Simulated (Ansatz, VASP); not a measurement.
W: VASP beside Ansatz

```
W
1.0
    -1.55737    1.55737    1.63723
     1.55737   -1.55737    1.63723
     1.55737    1.55737   -1.63723
W
1
Cartesian
  0.0000 0.0000 0.0000
```

Change from the starting cell: strain -0.025 along x and y, +0.025 along z, atoms carried along.

Alike in both runs: task single point; functional PBE; k mesh 20 × 20 × 20; occupations fermi-dirac, width 0.4 eV; no spin polarisation.

```csv
,VASP,Ansatz
version,VASP 6.6.1,Ansatz 0.2.0
potentials or method,"VASP PAW PBE potentials, release 64 (W_sv), cutoff 520 eV","scalar-relativistic, plane waves, PAW"
valence electrons in the cell,14,14
```

VASP gave:

- gap on the k mesh at the Fermi level (eV): none
- pressure (GPa): 7.1
- traceless stress, the component that is largest in VASP (GPa): -8.54

Estimate Ansatz's values.

gap on the k mesh at the Fermi level (eV): none; pressure (GPa): 6.5; traceless stress, the component that is largest in VASP (GPa): -8.54.

A gap of «none» marks a metal or a gap that the smearing closes.

Neither program's run includes spin-orbit coupling.
